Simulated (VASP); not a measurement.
# Zr8C in VASP: notebook, part 3 of 3

VASP 6.6.1. Earlier steps stand in the parts before.

## (5) Single point, PBE

Input file INCAR:

```
PREC = Accurate ; ENCUT = 520
EDIFF = 1E-6 ; ISMEAR = 0
SIGMA = 0.1 ; LREAL = F
LASPH = T ; NELM = 60
ALGO = Normal ; ISIF = 2
LWAVE = F ; LCHARG = T
LDIPOL = T ; IDIPOL = 3
DIPOL = 0.5 0.5 0.320 ; GGA = PE
LELF = T ; LVHAR = T
LVACPOTAV = T ; NBANDS = 60
```

Input file KPOINTS:

```
Automatic mesh
0
Gamma
  4 5 1
```

Input file POSCAR:

```
Zr8C
1.0
    6.4655797184      0.0000000000      0.0000000000
    0.0000000000      5.1691196971      0.0000000000
    0.0000000000      0.0000000000     18.9770873264
Zr C
8 1
Direct
    0.0000000000      0.7500000000      0.2107805024
    0.5000000000      0.7500000000      0.2107805024
    0.2500000000      0.2500000000      0.2599569661
    0.7500000000      0.2500000000      0.2599569661
    0.2500000000      0.7500000000      0.3477072663
    0.7500000000      0.7500000000      0.3477072663
    0.0000000000      0.2500000000      0.3940060557
    0.5000000000      0.2500000000      0.3940060557
    0.2500000000      0.2500000000      0.4571979676
```

Potentials or basis: VASP PAW PBE potentials, release 64 (Zr_sv, C).

Launch:

```sh
$ cat potpaw_PBE.64/Zr_sv/POTCAR potpaw_PBE.64/C/POTCAR > POTCAR
$ mpirun -np 1 vasp_std > vasp.out
```

OUTCAR:

```text
PREC = Accurate
   ENCUT = 520
   EDIFF = 1E-6
   ISMEAR = 0
   LREAL = F
   LASPH = T
   NELM = 60
   ISIF = 2
   GGA = PE

 ion  position               nearest neighbor table
   1  0.000  0.750  0.211-   5 3.06   6 3.06   3 3.19   4 3.19   3 3.19   4 3.19   2 3.23   2 3.23

   2  0.500  0.750  0.211-   5 3.06   6 3.06   3 3.19   4 3.19   3 3.19   4 3.19   1 3.23   1 3.23

   3  0.250  0.250  0.260-   7 3.01   8 3.01   5 3.07   5 3.07   1 3.19   1 3.19   2 3.19   2 3.19
                             4 3.23   4 3.23
   4  0.750  0.250  0.260-   7 3.01   8 3.01   6 3.07   6 3.07   1 3.19   1 3.19   2 3.19   2 3.19
                             3 3.23   3 3.23
   5  0.250  0.750  0.348-   1 3.06   2 3.06   3 3.07   3 3.07   8 3.17   7 3.17   7 3.17   8 3.17
                             6 3.23   6 3.23
   6  0.750  0.750  0.348-   1 3.06   2 3.06   4 3.07   4 3.07   8 3.17   7 3.17   7 3.17   8 3.17
                             5 3.23   5 3.23
   7  0.000  0.250  0.394-   9 2.01   4 3.01   3 3.01   6 3.17   5 3.17   5 3.17   6 3.17   8 3.23
                             8 3.23
   8  0.500  0.250  0.394-   9 2.01   4 3.01   3 3.01   6 3.17   5 3.17   5 3.17   6 3.17   7 3.23
                             7 3.23
   9  0.250  0.250  0.457-   7 2.01   8 2.01

  LATTYP: Found a simple orthorhombic cell.
 ALAT       =     5.1691196971
 B/A-ratio  =     1.2508086671
 C/A-ratio  =     3.6712416114

  Lattice vectors:

 A1 = (   0.0000000000,  -5.1691196971,   0.0000000000)
 A2 = (   6.4655797184,   0.0000000000,   0.0000000000)
 A3 = (   0.0000000000,   0.0000000000,  18.9770873264)

Analysis of symmetry for initial positions (statically):
=====================================================================
 Subroutine PRICEL returns:
 Original cell was already a primitive cell.

 Routine SETGRP: Setting up the symmetry group for a
 simple orthorhombic supercell.

 Subroutine GETGRP returns: Found  4 space group operations
 (whereof  1 operations were pure point group operations)
 out of a pool of  8 trial point group operations.

The static configuration has the point symmetry C_1 .
 The point group associated with its full space group is C_2v.

Analysis of symmetry for dynamics (positions and initial velocities):
=====================================================================
 Subroutine PRICEL returns:
 Original cell was already a primitive cell.

 Routine SETGRP: Setting up the symmetry group for a
 simple orthorhombic supercell.

 Subroutine GETGRP returns: Found  4 space group operations
 (whereof  1 operations were pure point group operations)
 out of a pool of  8 trial point group operations.

The dynamic configuration has the point symmetry C_1 .
 The point group associated with its full space group is C_2v.

 Subroutine INISYM returns: Found  4 space group operations
 (whereof  1 operations are pure point group operations),
 and found     1 'primitive' translations

----------------------------------------------------------------------------------------

                                     Primitive cell

  volume of cell :     634.2400

  direct lattice vectors                    reciprocal lattice vectors
     6.465579718  0.000000000  0.000000000     0.154665172  0.000000000  0.000000000
     0.000000000  5.169119697  0.000000000     0.000000000  0.193456538  0.000000000
[... 70 lines left out ...]
   ions per type =               8   1
   NGX,Y,Z   is equivalent  to a cutoff of  12.34, 12.86, 12.61 a.u.
   NGXF,Y,Z  is equivalent  to a cutoff of  24.68, 25.73, 25.23 a.u.
 SYSTEM =  unknown system
   PREC   = accura    normal or accurate (medium, high low for compatibility)
   ISTART =      0    job   : 0-new  1-cont  2-samecut
   ICHARG =      2    charge: 1-file 2-atom 10-const
   ISPIN  =      1    spin polarized calculation?
   LNONCOLLINEAR =      F non collinear calculations
   LSORBIT =      F    spin-orbit coupling
   LASPH  =      T    aspherical Exc in radial PAW
   ENCUT  =  520.0 eV  38.22 Ry    6.18 a.u.  12.02  9.61 35.28*2*pi/ulx,y,z
   NELM   =     60;   NELMIN=  2; NELMDL= -5     # of ELM steps
   EDIFF  = 0.1E-05   stopping-criterion for ELM
   LREAL  =      F    real-space projection
   EDIFFG = 0.1E-04   stopping-criterion for IOM
   NSW    =      0    number of steps for IOM
   IBRION =     -1    ionic relax: 0-MD 1-quasi-New 2-CG
   NFREE  =      0    steps in history (QN), initial steepest desc. (CG)
   ISIF   =      2    stress and relaxation
   ISYM   =      2    0-nonsym 1-usesym 2-fastsym
   POTIM  = 0.5000    time-step for ionic-motion
   TEBEG  =    0.0;   TEEND  =   0.0 temperature during run
   PSTRESS=    0.0 pullay stress
   NELECT =     100.0000    total number of electrons
   NUPDOWN=      -1.0000    fix difference up-down
   EMIN   =  10.00;   EMAX   =-10.00  energy-range for DOS
   EFERMI =   0.00;   METHOD = LEGACY
   ISMEAR =     0;   SIGMA  =   0.10  broadening in eV -4-tet -1-fermi 0-gaus
   EFERMI_NEDOS =   21; number of points for ismear=-14 and -15
   IALGO  =     38    algorithm
   IMIX   =      4    mixing-type and parameters
     AMIX     =   0.40;   BMIX     =  1.00
     AMIX_MAG =   1.60;   BMIX_MAG =  1.00
  volume/ion in A,a.u.               =      70.47       475.56
  Fermi-wavevector in a.u.,A,eV,Ry     =   0.884417  1.671305 10.642382  0.782193
  Thomas-Fermi vector in A             =   2.005314
   LORBIT       =      0    0 simple, 1 ext, 2 COOP (PROOUT), +10 PAW based schemes
   GGA     = PE    functional components
   LHFCALC =     F    Hartree Fock is set to
   AEXX    =    0.0000 exact exchange contribution
   IVDW    =     0    specifies the selected vdW correction
   LEPSILON=     F    determine dielectric tensor
   LRPA    =     F    only Hartree local field effects (RPA)
 non-spin polarized calculation
 Gauss-broadening in eV      SIGMA  =   0.10
  energy-cutoff  :      520.00
  volume of cell :      634.24
 maximum number of plane-waves:     17106
   NGX = 25   NGY = 19   NGZ = 71

 number of electron      99.9999999 magnetization

 dipolmoment           0.000000      0.000000     -0.846165 electrons x Angstroem

 number of electron     100.0000000 magnetization

 dipolmoment           0.000000      0.000000      0.287218 electrons x Angstroem

 Free energy of the ion-electron system (eV)
  ---------------------------------------------------
  ext. energy  EPLUGINS =         0.00000000
  ---------------------------------------------------
  free energy    TOTEN  =       -68.80352392 eV

  energy without entropy =      -68.71684142  energy(sigma->0) =      -68.76018267

 E-fermi :  -0.3526     XC(G=0):  -4.3668

 val. band max:       -0.3560258644   @ k =   0.5000   0.2000   0.0000
 cond. band min:      -0.3517863208   @ k =   0.2500   0.2000   0.0000
 fundamental gap:      0.0042395436
 Fermi energy:        -0.3526215550

 k-point     1 :       0.0000    0.0000    0.0000
  band No.  band energies     occupation
      1     -49.4667      2.00000
      2     -49.4153      2.00000
      3     -49.1384      2.00000
      4     -49.0717      2.00000
      5     -48.9412      2.00000
      6     -48.9247      2.00000
[... 556 lines left out ...]
     59       0.4610      0.00000
     60       0.5577      0.00000

------------------------ aborting loop because EDIFF is reached ----------------------------------------

  FORCE on cell =-STRESS in cart. coord.  units (eV):
  Direction    XX          YY          ZZ          XY          YZ          ZX
  --------------------------------------------------------------------------------------
  -------------------------------------------------------------------------------------
  Total       -0.1493732     -0.1364114      1.9470156      0.0000000      0.0000000      0.0000000
  in kB       -0.3773372     -0.3445938      4.9184289      0.0000000      0.0000000      0.0000000
  external PRESSURE =       1.3988326 kB  Pullay stress =       0.0000000 kB

 VOLUME and BASIS-vectors are now :
 -----------------------------------------------------------------------------
  energy-cutoff  :      520.00
  volume of cell :      634.24
      direct lattice vectors                 reciprocal lattice vectors
     6.465579718  0.000000000  0.000000000     0.154665172  0.000000000  0.000000000
     0.000000000  5.169119697  0.000000000     0.000000000  0.193456538  0.000000000
     0.000000000  0.000000000 18.977087326     0.000000000  0.000000000  0.052695126

 POSITION                                       TOTAL-FORCE (eV/Angst)
 -----------------------------------------------------------------------------------
      0.00000      3.87684      4.00000         0.071868     -0.000000      0.233953
      3.23279      3.87684      4.00000        -0.071868      0.000000      0.233953
      1.61639      1.29228      4.93323         0.000000     -0.000000     -0.940511
      4.84918      1.29228      4.93323         0.000000     -0.000000     -0.393734
      1.61639      3.87684      6.59847         0.000000     -0.000000      0.484752
      4.84918      3.87684      6.59847         0.000000     -0.000000     -0.719691
      0.00000      1.29228      7.47709         0.460276     -0.000000      0.532336
      3.23279      1.29228      7.47709        -0.460276     -0.000000      0.532336
      1.61639      1.29228      8.67629         0.000000     -0.000000      0.036607
 -----------------------------------------------------------------------------------
    total drift:                                0.000000     -0.000000      0.000650

  FREE ENERGIE OF THE ION-ELECTRON SYSTEM (eV)
  ---------------------------------------------------
  free  energy   TOTEN  =       -68.8035239191 eV

  energy  without entropy=      -68.7168414210  energy(sigma->0) =      -68.76018267

 vacuum level on the upper side and lower side of the slab         4.947         3.392
```

It took 9.7 min on 1 thread of Intel Xeon Platinum 8559C (Emerald Rapids), shared host; peak memory 0.68 GiB.

What came out:

| Quantity | Value |
| --- | --- |
| Free energy | -68.8035 eV |
| Largest force | 0.941 eV/Å |
| Band gap on the k mesh | zero (bands 50 and 51 overlap by 0.42 eV) |

Forces in eV/Å, atoms in the order of the input:
```
Zr   0.072  0.000  0.234
Zr  -0.072  0.000  0.234
Zr   0.000  0.000 -0.941
Zr   0.000  0.000 -0.394
Zr   0.000  0.000  0.485
Zr   0.000  0.000 -0.720
Zr   0.460  0.000  0.532
Zr  -0.460  0.000  0.532
C    0.000  0.000  0.037
```

The gap in the log of VASP goes by the Fermi energy; the results here count the filled bands.